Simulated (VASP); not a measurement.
# BN (Qingsongite) (F-43m) in VASP: single point with PBE

Aim: the single point of BN (Qingsongite) with PBE.

All numbers are computed with VASP 6.6.1; they aren't measurements. Logs are shortened: lines on timing, memory, paths and dates and some standing lists are left out, and cuts for length are marked.

**1. The cell of the first run**

The structure is cubic, space group F-43m (No. 216). The conventional cell has a = 3.615 Å, b = 3.615 Å, c = 3.615 Å, α = 90.00°, β = 90.00°, γ = 90.00°. Within 2.1 Å of B (site symmetry -43m) lie 4 N at 1.57 Å. Within 2.1 Å of N (site symmetry -43m) lie 4 B at 1.57 Å.

**2. Single point, PBE**

File INCAR:

```
ALGO = Normal ; EDIFF = 1E-6
ENCUT = 600 ; GGA = PE
GGA_COMPAT = F ; ISIF = 2
ISMEAR = 0 ; LASPH = T
LCHARG = T ; LELF = T
LREAL = F ; LVHAR = T
LWAVE = F ; NBANDS = 11
NELM = 120 ; PREC = Accurate
SIGMA = 0.01
```

File KPOINTS:

```
k-points
0
Gamma
  9 9 9
```

File POSCAR:

```
BN
1.0
    0.0000000000      1.8075000000      1.8075000000
    1.8075000000      0.0000000000      1.8075000000
    1.8075000000      1.8075000000      0.0000000000
B N
1 1
Direct
    0.0000000000      0.0000000000      0.0000000000
    0.2500000000      0.2500000000      0.2500000000
```

Potentials or basis: VASP PAW PBE potentials, release 64 (B, N).

Command:

```
$ cat potpaw_PBE.64/B/POTCAR potpaw_PBE.64/N/POTCAR > POTCAR
$ mpirun -np 1 vasp_std > vasp.out
```

OUTCAR:

```text
EDIFF = 1E-6
   ENCUT = 600
   GGA = PE
   ISIF = 2
   ISMEAR = 0
   LASPH = T
   LREAL = F
   NELM = 120
   PREC = Accurate

 ion  position               nearest neighbor table
   1  0.000  0.000  0.000-   2 1.57   2 1.57   2 1.57   2 1.57
   2  0.250  0.250  0.250-   1 1.57   1 1.57   1 1.57   1 1.57

  LATTYP: Found a face centered cubic cell.
 ALAT       =     3.6150000000

  Lattice vectors:

 A1 = (   0.0000000000,   1.8075000000,   1.8075000000)
 A2 = (   1.8075000000,   0.0000000000,   1.8075000000)
 A3 = (   1.8075000000,   1.8075000000,   0.0000000000)

Analysis of symmetry for initial positions (statically):
=====================================================================
 Subroutine PRICEL returns:
 Original cell was already a primitive cell.

 Routine SETGRP: Setting up the symmetry group for a
 face centered cubic supercell.

 Subroutine GETGRP returns: Found 24 space group operations
 (whereof 24 operations were pure point group operations)
 out of a pool of 48 trial point group operations.

The static configuration has the point symmetry T_d .

Analysis of symmetry for dynamics (positions and initial velocities):
=====================================================================
 Subroutine PRICEL returns:
 Original cell was already a primitive cell.

 Routine SETGRP: Setting up the symmetry group for a
 face centered cubic supercell.

 Subroutine GETGRP returns: Found 24 space group operations
 (whereof 24 operations were pure point group operations)
 out of a pool of 48 trial point group operations.

The dynamic configuration has the point symmetry T_d .

 Subroutine INISYM returns: Found 24 space group operations
 (whereof 24 operations are pure point group operations),
 and found     1 'primitive' translations

----------------------------------------------------------------------------------------

                                     Primitive cell

  volume of cell :      11.8104

  direct lattice vectors                    reciprocal lattice vectors
     0.000000000  1.807500000  1.807500000    -0.276625173  0.276625173  0.276625173
     1.807500000  0.000000000  1.807500000     0.276625173 -0.276625173  0.276625173
     1.807500000  1.807500000  0.000000000     0.276625173  0.276625173 -0.276625173

  length of vectors
     2.556191014  2.556191014  2.556191014     0.479128854  0.479128854  0.479128854

  position of ions in fractional coordinates (direct lattice)
     0.000000000  0.000000000  0.000000000
     0.250000000  0.250000000  0.250000000

[... 79 lines left out ...]
   NSW    =      0    number of steps for IOM
   IBRION =     -1    ionic relax: 0-MD 1-quasi-New 2-CG
   NFREE  =      0    steps in history (QN), initial steepest desc. (CG)
   ISIF   =      2    stress and relaxation
   ISYM   =      2    0-nonsym 1-usesym 2-fastsym
   POTIM  = 0.5000    time-step for ionic-motion
   TEBEG  =    0.0;   TEEND  =   0.0 temperature during run
   PSTRESS=    0.0 pullay stress
   NELECT =       8.0000    total number of electrons
   NUPDOWN=      -1.0000    fix difference up-down
   EMIN   =  10.00;   EMAX   =-10.00  energy-range for DOS
   EFERMI =   0.00;   METHOD = LEGACY
   ISMEAR =     0;   SIGMA  =   0.01  broadening in eV -4-tet -1-fermi 0-gaus
   EFERMI_NEDOS =   21; number of points for ismear=-14 and -15
   IALGO  =     38    algorithm
   IMIX   =      4    mixing-type and parameters
     AMIX     =   0.40;   BMIX     =  1.00
     AMIX_MAG =   1.60;   BMIX_MAG =  1.00
  volume/ion in A,a.u.               =       5.91        39.85
  Fermi-wavevector in a.u.,A,eV,Ry     =   1.437749  2.716952 28.124920  2.067123
  Thomas-Fermi vector in A             =   2.556793
   LORBIT       =      0    0 simple, 1 ext, 2 COOP (PROOUT), +10 PAW based schemes
   GGA     = PE    functional components
   LHFCALC =     F    Hartree Fock is set to
   AEXX    =    0.0000 exact exchange contribution
   IVDW    =     0    specifies the selected vdW correction
   LEPSILON=     F    determine dielectric tensor
   LRPA    =     F    only Hartree local field effects (RPA)
 non-spin polarized calculation
 Gauss-broadening in eV      SIGMA  =   0.01
  energy-cutoff  :      600.00
  volume of cell :       11.81
 maximum number of plane-waves:       411
   NGX = 11   NGY = 11   NGZ = 11

 number of electron       7.9999999 magnetization

 Free energy of the ion-electron system (eV)
  ---------------------------------------------------
  ext. energy  EPLUGINS =         0.00000000
  ---------------------------------------------------
  free energy    TOTEN  =       -17.45336340 eV

  energy without entropy =      -17.45336340  energy(sigma->0) =      -17.45336340

 E-fermi :   7.5388     XC(G=0): -12.8222

 val. band max:        7.4025628738   @ k =   0.0000   0.0000   0.0000
 cond. band min:      12.0164195624   @ k =   0.4444   0.4444   0.0000
 fundamental gap:      4.6138566886
 Fermi energy:         7.5387573352

 k-point     1 :       0.0000    0.0000    0.0000
  band No.  band energies     occupation
      1     -12.8282      2.00000
      2       7.4026      2.00000
      3       7.4026      2.00000
      4       7.4026      2.00000
      5      16.2223      0.00000
      6      16.2223      0.00000
      7      16.2223      0.00000
      8      17.7526      0.00000
      9      32.1550      0.00000
     10      35.1689      0.00000
     11      35.1689      0.00000
[... 309 lines left out ...]
 k-point    24 :       0.4444    0.4444    0.0000
  band No.  band energies     occupation
      1      -7.6178      2.00000
      2      -1.0661      2.00000
      3       2.5976      2.00000
      4       2.5976      2.00000
      5      12.0164      0.00000
      6      16.7459      0.00000
      7      25.0072      0.00000
      8      25.0072      0.00000
      9      27.9822      0.00000
     10      34.6856      0.00000
     11      41.4024      0.00000

 [... further k-points ...]
[... 5 lines left out ...]
  --------------------------------------------------------------------------------------
  -------------------------------------------------------------------------------------
  Total        0.2225608      0.2225608      0.2225608     -0.0000000     -0.0000000     -0.0000000
  in kB       30.1921768     30.1921768     30.1921768     -0.0000000     -0.0000000     -0.0000000
  external PRESSURE =      30.1921768 kB  Pullay stress =       0.0000000 kB

 VOLUME and BASIS-vectors are now :
 -----------------------------------------------------------------------------
  energy-cutoff  :      600.00
  volume of cell :       11.81
      direct lattice vectors                 reciprocal lattice vectors
     0.000000000  1.807500000  1.807500000    -0.276625173  0.276625173  0.276625173
     1.807500000  0.000000000  1.807500000     0.276625173 -0.276625173  0.276625173
     1.807500000  1.807500000  0.000000000     0.276625173  0.276625173 -0.276625173

 POSITION                                       TOTAL-FORCE (eV/Angst)
 -----------------------------------------------------------------------------------
      0.00000      0.00000      0.00000        -0.000000     -0.000000     -0.000000
      0.90375      0.90375      0.90375         0.000000      0.000000      0.000000
 -----------------------------------------------------------------------------------
    total drift:                                0.000000      0.000000      0.000000

  FREE ENERGIE OF THE ION-ELECTRON SYSTEM (eV)
  ---------------------------------------------------
  free  energy   TOTEN  =       -17.4533633960 eV

  energy  without entropy=      -17.4533633960  energy(sigma->0) =      -17.45336340
```

OSZICAR:

```text
N       E                     dE             d eps       ncg     rms          rms(c)
DAV:   1     0.139098366304E+02    0.13910E+02   -0.53265E+03   786   0.816E+02
DAV:   2    -0.178264768213E+02   -0.31736E+02   -0.30912E+02   916   0.191E+02
DAV:   3    -0.184183778053E+02   -0.59190E+00   -0.59108E+00   917   0.213E+01
DAV:   4    -0.184191594429E+02   -0.78164E-03   -0.78162E-03   851   0.867E-01
DAV:   5    -0.184191602299E+02   -0.78702E-06   -0.78704E-06   902   0.267E-02    0.668E+00
DAV:   6    -0.175391811936E+02    0.87998E+00   -0.29428E+00   866   0.104E+01    0.324E+00
DAV:   7    -0.174673748455E+02    0.71806E-01   -0.10287E-01   866   0.268E+00    0.191E+00
DAV:   8    -0.174530859598E+02    0.14289E-01   -0.35954E-02   877   0.139E+00    0.193E-01
DAV:   9    -0.174532698694E+02   -0.18391E-03   -0.93941E-04   818   0.264E-01    0.837E-02
DAV:  10    -0.174533581760E+02   -0.88307E-04   -0.12408E-04   835   0.101E-01    0.153E-02
DAV:  11    -0.174533633235E+02   -0.51475E-05   -0.87182E-06   908   0.248E-02    0.104E-02
DAV:  12    -0.174533633960E+02   -0.72517E-07   -0.14495E-06   490   0.892E-03
   1 F= -.17453363E+02 E0= -.17453363E+02  d E =-.643103E-85
```

stdout:

```text
POSCAR found type information on POSCAR B N
 POSCAR found :  2 types and       2 ions
 scaLAPACK will be used
 LDA part: xc-table for (Slater+PW92), standard interpolation
 POSCAR, INCAR and KPOINTS ok, starting setup
 FFT: planning ... GRIDC
 FFT: planning ... GRID_SOFT
 FFT: planning ... GRID
 WAVECAR not read
 entering main loop
```

Run time: 11 s. Hardware: 1 thread of AMD EPYC 7R13, shared host; peak memory 0.09 GiB.

What came out:

```
Free energy            : -17.4534 eV
Pressure               : 3.0 GPa
Band gap on the k mesh : 4.61 eV, indirect (least direct gap 8.82 eV)
```

Levels at points of the mesh, in eV from the valence-band top:
```csv
k point,band 2,band 3,band 4,band 5,band 6,band 7
"(0.00, 0.00, 0.00)",0.00,0.00,0.00,8.82,8.82,8.82
```
